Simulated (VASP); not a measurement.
# C in VASP: notebook

Runs on C. Level: PBE. Tasks: single point.

Program: VASP 6.6.1. These are calculated values, not measurements. Logs are shortened: lines on timing, memory, paths and dates and some standing lists are left out, and cuts for length are marked.

### 1 The cell of the first run

The cell holds a slab with vacuum, 2 atoms: a = 2.456 Å, b = 2.456 Å, c = 15.000 Å, α = 90.00°, β = 90.00°, γ = 120.00°.

### 2 Single point, PBE

Input file INCAR:

```
PREC = Accurate ; ENCUT = 520
EDIFF = 1E-6 ; ISMEAR = -1
SIGMA = 0.05 ; LREAL = False
LASPH = True ; NELM = 120
ALGO = Normal ; ISIF = 2
LWAVE = False ; LCHARG = False
GGA = PE ; NBANDS = 11
GGA_COMPAT = False ; NELMDL = -8
```

Input file KPOINTS:

```
regular mesh
0
Gamma
  19 19 1
```

Input file POSCAR:

```
C
1.0
    2.4562275060      0.0000000000      0.0000000000
   -1.2281137530      2.1271554177      0.0000000000
    0.0000000000      0.0000000000     15.0001609735
C
2
Direct
    0.6666666700      0.3333333300      0.5000053700
    0.0000000000      0.0000000000      0.5006612895
```

Potentials or basis: VASP PAW PBE potentials, release 64 (C).

The run is started by

```
$ cat potpaw_PBE.64/C/POTCAR > POTCAR
$ mpirun -np 1 vasp_std > vasp.out
```

OUTCAR:

```text
PREC = Accurate
   ENCUT = 520
   EDIFF = 1E-6
   ISMEAR = -1
   LREAL = False
   LASPH = True
   NELM = 120
   ISIF = 2
   GGA = PE
   NELMDL = -8

 ion  position               nearest neighbor table
   1  0.667  0.333  0.500-   2 1.42   2 1.42   2 1.42
   2  0.000  0.000  0.501-   1 1.42   1 1.42   1 1.42

  LATTYP: Found a hexagonal cell.
 ALAT       =     2.4562275060
 C/A-ratio  =     6.1069916923

  Lattice vectors:

 A1 = (   2.4562275060,   0.0000000000,   0.0000000000)
 A2 = (  -1.2281137530,   2.1271554177,   0.0000000000)
 A3 = (   0.0000000000,   0.0000000000,  15.0001609735)

Analysis of symmetry for initial positions (statically):
=====================================================================
 Subroutine PRICEL returns:
 Original cell was already a primitive cell.

 Routine SETGRP: Setting up the symmetry group for a
 hexagonal supercell.

 Subroutine GETGRP returns: Found 12 space group operations
 (whereof  6 operations were pure point group operations)
 out of a pool of 24 trial point group operations.

The static configuration has the point symmetry C_3v.
 The point group associated with its full space group is D_3d.

Analysis of symmetry for dynamics (positions and initial velocities):
=====================================================================
 Subroutine PRICEL returns:
 Original cell was already a primitive cell.

 Routine SETGRP: Setting up the symmetry group for a
 hexagonal supercell.

 Subroutine GETGRP returns: Found 12 space group operations
 (whereof  6 operations were pure point group operations)
 out of a pool of 24 trial point group operations.

The dynamic configuration has the point symmetry C_3v.
 The point group associated with its full space group is D_3d.

 Subroutine INISYM returns: Found 12 space group operations
 (whereof  6 operations are pure point group operations),
 and found     1 'primitive' translations

----------------------------------------------------------------------------------------

                                     Primitive cell

  volume of cell :      78.3725

  direct lattice vectors                    reciprocal lattice vectors
     2.456227506  0.000000000  0.000000000     0.407128410  0.235055697  0.000000000
    -1.228113753  2.127155418  0.000000000     0.000000000  0.470111395  0.000000000
     0.000000000  0.000000000 15.000160973     0.000000000  0.000000000  0.066665951

  length of vectors
     2.456227506  2.456227506 15.000160973     0.470111395  0.470111395  0.066665951

  position of ions in fractional coordinates (direct lattice)
     0.666666670  0.333333330  0.500005370
     0.000000000  0.000000000  0.500661290

  ion indices of the primitive-cell ions
   primitive index   ion index
                 1           1
                 2           2

----------------------------------------------------------------------------------------

 KPOINTS: regular mesh

Automatic generation of k-mesh.
 Grid dimensions read from file:
 generate k-points for:   19   19    1

 Generating k-lattice:

  Cartesian coordinates                     Fractional coordinates (reciprocal lattice)
     0.021427811  0.012371352  0.000000000     0.052631579  0.000000000  0.000000000
     0.000000000  0.024742705  0.000000000     0.000000000  0.052631579  0.000000000
     0.000000000  0.000000000  0.066665951     0.000000000  0.000000000  1.000000000

  Length of vectors
     0.024742705  0.024742705  0.066665951

  Shift w.r.t. Gamma in fractional coordinates (k-lattice)
     0.000000000  0.000000000  0.000000000

 Subroutine IBZKPT returns following result:
 ===========================================

 Found     40 irreducible k-points:

 Following reciprocal coordinates:
            Coordinates               Weight
  0.000000  0.000000  0.000000      1.000000
  0.052632 -0.000000  0.000000      6.000000
  0.105263 -0.000000  0.000000      6.000000
  0.157895  0.000000  0.000000      6.000000
  0.210526 -0.000000  0.000000      6.000000
  0.263158 -0.000000  0.000000      6.000000
[... 16 lines left out ...]
  0.263158  0.105263  0.000000     12.000000
  0.315789  0.105263  0.000000     12.000000
 [... further k-points ...]
   k-points           NKPTS =     40   k-points in BZ     NKDIM =     40   number of bands    NBANDS=     11
   number of dos      NEDOS =    301   number of ions     NIONS =      2
   total plane-waves  NPLWV =  36288
   dimension x,y,z NGX =    18 NGY =   18 NGZ =  112
   dimension x,y,z NGXF=    36 NGYF=   36 NGZF=  224
   ions per type =               2
   NGX,Y,Z   is equivalent  to a cutoff of  12.18, 12.18, 12.41 a.u.
   NGXF,Y,Z  is equivalent  to a cutoff of  24.37, 24.37, 24.83 a.u.
 SYSTEM =  unknown system
   PREC   = accura    normal or accurate (medium, high low for compatibility)
   ISTART =      0    job   : 0-new  1-cont  2-samecut
   ICHARG =      2    charge: 1-file 2-atom 10-const
   ISPIN  =      1    spin polarized calculation?
   LNONCOLLINEAR =      F non collinear calculations
   LSORBIT =      F    spin-orbit coupling
   LASPH  =      T    aspherical Exc in radial PAW
   ENCUT  =  520.0 eV  38.22 Ry    6.18 a.u.   4.57  4.57 27.89*2*pi/ulx,y,z
   NELM   =    120;   NELMIN=  2; NELMDL= -8     # of ELM steps
   EDIFF  = 0.1E-05   stopping-criterion for ELM
   LREAL  =      F    real-space projection
   EDIFFG = 0.1E-04   stopping-criterion for IOM
   NSW    =      0    number of steps for IOM
   IBRION =     -1    ionic relax: 0-MD 1-quasi-New 2-CG
   NFREE  =      0    steps in history (QN), initial steepest desc. (CG)
   ISIF   =      2    stress and relaxation
   ISYM   =      2    0-nonsym 1-usesym 2-fastsym
   POTIM  = 0.5000    time-step for ionic-motion
   TEBEG  =    0.0;   TEEND  =   0.0 temperature during run
   PSTRESS=    0.0 pullay stress
   NELECT =       8.0000    total number of electrons
   NUPDOWN=      -1.0000    fix difference up-down
   EMIN   =  10.00;   EMAX   =-10.00  energy-range for DOS
   EFERMI =   0.00;   METHOD = LEGACY
   ISMEAR =    -1;   SIGMA  =   0.05  broadening in eV -4-tet -1-fermi 0-gaus
   EFERMI_NEDOS =   21; number of points for ismear=-14 and -15
   IALGO  =     38    algorithm
   IMIX   =      4    mixing-type and parameters
     AMIX     =   0.40;   BMIX     =  1.00
     AMIX_MAG =   1.60;   BMIX_MAG =  1.00
  volume/ion in A,a.u.               =      39.19       264.44
  Fermi-wavevector in a.u.,A,eV,Ry     =   0.765098  1.445825  7.964504  0.585375
  Thomas-Fermi vector in A             =   1.865144
   LORBIT       =      0    0 simple, 1 ext, 2 COOP (PROOUT), +10 PAW based schemes
   GGA     = PE    functional components
   LHFCALC =     F    Hartree Fock is set to
   AEXX    =    0.0000 exact exchange contribution
   IVDW    =     0    specifies the selected vdW correction
   LEPSILON=     F    determine dielectric tensor
   LRPA    =     F    only Hartree local field effects (RPA)
 non-spin polarized calculation
  energy-cutoff  :      520.00
  volume of cell :       78.37
 maximum number of plane-waves:      2139
   NGX =  9   NGY =  9   NGZ = 55

 number of electron       7.9999997 magnetization

 Free energy of the ion-electron system (eV)
  ---------------------------------------------------
  ext. energy  EPLUGINS =         0.00000000
  ---------------------------------------------------
  free energy    TOTEN  =       -18.44848522 eV

  energy without entropy =      -18.44848406  energy(sigma->0) =      -18.44848464

 E-fermi :  -2.2032     XC(G=0):  -2.8717

 val. band max:       -2.7229206820   @ k =   0.3158   0.3158   0.0000
 cond. band min:      -1.6833407894   @ k =   0.3158   0.3158   0.0000
 fundamental gap:      1.0395798926
 Fermi energy:        -2.2031572337

 k-point     1 :       0.0000    0.0000    0.0000
  band No.  band energies     occupation
      1     -21.8177      2.00000
      2      -9.8971      2.00000
      3      -5.2402      2.00000
      4      -5.2402      2.00000
      5       1.0141      0.00000
      6       1.9224      0.00000
      7       2.4621      0.00000
      8       4.3498      0.00000
      9       5.1080      0.00000
     10       6.1837      0.00000
     11       6.1837      0.00000

 k-point     2 :       0.0526   -0.0000    0.0000
  band No.  band energies     occupation
      1     -21.7517      2.00000
      2      -9.8181      2.00000
      3      -5.5092      2.00000
      4      -5.3827      2.00000
      5       1.1036      0.00000
      6       2.0128      0.00000
      7       2.5533      0.00000
      8       4.4396      0.00000
      9       5.1954      0.00000
     10       6.2226      0.00000
     11       6.4705      0.00000

 k-point     3 :       0.1053   -0.0000    0.0000
  band No.  band energies     occupation
      1     -21.5542      2.00000
      2      -9.5821      2.00000
      3      -6.2543      2.00000
      4      -5.7657      2.00000
      5       1.3723      0.00000
      6       2.2838      0.00000
      7       2.8270      0.00000
      8       4.7088      0.00000
      9       5.4566      0.00000
     10       6.2782      0.00000
     11       7.2830      0.00000

 k-point     4 :       0.1579    0.0000    0.0000
  band No.  band energies     occupation
      1     -21.2260      2.00000
      2      -9.1915      2.00000
      3      -7.3376      2.00000
      4      -6.2902      2.00000
      5       1.8201      0.00000
      6       2.7345      0.00000
      7       3.2833      0.00000
      8       5.1556      0.00000
      9       5.8709      0.00000
     10       6.2757      0.00000
     11       7.4604      0.00000
[... 239 lines left out ...]
 k-point    22 :       0.2105    0.1053    0.0000
  band No.  band energies     occupation
      1     -19.9908      2.00000
      2     -10.0204      2.00000
      3      -8.1406      2.00000
      4      -7.7433      2.00000
      5       3.5178      0.00000
      6       4.3420      0.00000
      7       4.5519      0.00000
      8       5.0189      0.00000
      9       6.8465      0.00000
     10       6.9217      0.00000
     11       7.6571      0.00000

 k-point    23 :       0.2632    0.1053    0.0000
  band No.  band energies     occupation
      1     -19.2859      2.00000
      2     -11.3426      2.00000
      3      -8.6569      2.00000
      4      -6.9414      2.00000
      5       3.0525      0.00000
      6       4.5014      0.00000
      7       5.4315      0.00000
      8       6.0177      0.00000
      9       6.7884      0.00000
     10       7.8112      0.00000
     11       8.6180      0.00000

 k-point    24 :       0.3158    0.1053    0.0000
  band No.  band energies     occupation
      1     -18.4656      2.00000
      2     -12.6709      2.00000
      3      -9.0525      2.00000
      4      -6.0474      2.00000
      5       1.6737      0.00000
      6       5.6471      0.00000
      7       6.5782      0.00000
      8       6.6205      0.00000
      9       7.2174      0.00000
     10       8.9283      0.00000
     11       9.7665      0.00000

 [... further k-points ...]

------------------------ aborting loop because EDIFF is reached ----------------------------------------

  FORCE on cell =-STRESS in cart. coord.  units (eV):
  Direction    XX          YY          ZZ          XY          YZ          ZX
  --------------------------------------------------------------------------------------
  -------------------------------------------------------------------------------------
  Total        0.6497348      0.6497348     -0.0123435      0.0000000      0.0000000      0.0000000
  in kB       13.2825971     13.2825971     -0.2523397      0.0000000      0.0000000      0.0000000
  external PRESSURE =       8.7709515 kB  Pullay stress =       0.0000000 kB

 VOLUME and BASIS-vectors are now :
 -----------------------------------------------------------------------------
  energy-cutoff  :      520.00
  volume of cell :       78.37
      direct lattice vectors                 reciprocal lattice vectors
     2.456227506  0.000000000  0.000000000     0.407128410  0.235055697  0.000000000
    -1.228113753  2.127155418  0.000000000     0.000000000  0.470111395  0.000000000
     0.000000000  0.000000000 15.000160973     0.000000000  0.000000000  0.066665951

 POSITION                                       TOTAL-FORCE (eV/Angst)
 -----------------------------------------------------------------------------------
      1.22811      0.70905      7.50016        -0.000000      0.000000      0.164608
      0.00000      0.00000      7.51000         0.000000     -0.000000     -0.164608
 -----------------------------------------------------------------------------------
    total drift:                               -0.000002      0.000001     -0.000001

  FREE ENERGIE OF THE ION-ELECTRON SYSTEM (eV)
  ---------------------------------------------------
  free  energy   TOTEN  =       -18.4484852236 eV

  energy  without entropy=      -18.4484840638  energy(sigma->0) =      -18.44848464
```

Run time: 56 s. Hardware: 1 thread of Intel Xeon 8259CL, shared host; peak memory 0.18 GiB.

What came out:

```
Free energy   : -18.4485 eV
Largest force : 0.165 eV/Å
```

Forces in eV/Å, atoms in the order of the input:
```
C    0.000  0.000  0.165
C    0.000  0.000 -0.165
```

Caveat: there is no dipole correction, which matters where the two faces differ.

### 3 Single point, PBE

Input file INCAR:

```
SYSTEM = C
PREC = Accurate ; ENCUT = 520
EDIFF = 1E-6 ; ISMEAR = -1
SIGMA = 0.05 ; LREAL = .FALSE.
LASPH = .TRUE. ; NELM = 120
ALGO = Normal ; ISIF = 2
LWAVE = .FALSE. ; LCHARG = .FALSE.
GGA = PE ; NBANDS = 11
GGA_COMPAT = .FALSE. ; NELMDL = -8
```

Input file KPOINTS:

```
regular mesh
0
G
  19 19 1
  0 0 0
```

Edit POSCAR of step 2 so:

```diff
@@ -9,2 +9,2 @@
     0.6666666700      0.3333333300      0.5000053700
-    0.0000000000      0.0000000000      0.5006612895
+    0.0000000000      0.0000000000      0.4993279705
```

Potentials or basis: VASP PAW PBE potentials, release 64 (C).

The run is started by

```
$ cat potpaw_PBE.64/C/POTCAR > POTCAR
$ mpirun -np 1 vasp_std > vasp.out
```

Run time: 49 s. Hardware: 1 thread of Intel Xeon 8259CL, shared host; peak memory 0.18 GiB.

It converged, with:

- Free energy: -18.4484 eV
- Largest force: 0.170 eV/Å

Forces on the atoms (eV/Å):
```
C    0.000  0.000 -0.170
C    0.000  0.000  0.170
```

Caveat: there is no dipole correction, which matters where the two faces differ.

### 4 Single point, PBE

Input file INCAR:

```
SYSTEM = C
ALGO = Normal ; EDIFF = 1E-6
ENCUT = 520 ; GGA = PE
GGA_COMPAT = .False. ; ISIF = 2
ISMEAR = -1 ; LASPH = .True.
LCHARG = .False. ; LREAL = .False.
LWAVE = .False. ; NBANDS = 11
NELM = 120 ; NELMDL = -8
PREC = Accurate ; SIGMA = 0.05
```

Input file KPOINTS:

```
k-points
0
Gamma
  19 19 1
  0 0 0
```

Edit POSCAR of step 3 so:

```diff
@@ -9,2 +9,2 @@
     0.6666666700      0.3333333300      0.5000053700
-    0.0000000000      0.0000000000      0.4993279705
+    0.0000000000      0.0000000000      0.4999946300
```

The run is started by

```
$ cat potpaw_PBE.64/C/POTCAR > POTCAR
$ mpirun -np 1 vasp_std > vasp.out
```

Wall time 53 s (1 thread of Intel Xeon 8259CL, shared host); peak memory 0.18 GiB.

It converged, with:

```yaml
Free_energy: -18.4493 eV
```

Forces in eV/Å, atoms in the order of the input:
```
C    0.000  0.000 -0.003
C    0.000  0.000  0.003
```

Caveat: there is no dipole correction, which matters where the two faces differ.

### 5 The runs side by side

| cell | largest force (eV/Å) |
| --- | --- |
| as given, atomic positions A | 0.16 |
| as given, atomic positions B | 0.17 |
| as given, atomic positions C | - |

Alike in all rows: task single point; level PBE; potentials or basis VASP PAW PBE potentials, release 64 (C); no spin polarisation; k mesh 19 × 19 × 1; cutoff (eV) 520; smearing fermi-dirac 0.05 eV.

Caveats: there is no dipole correction, which matters where the two faces differ.

Absolute energies hang on the potentials; compare differences alone.
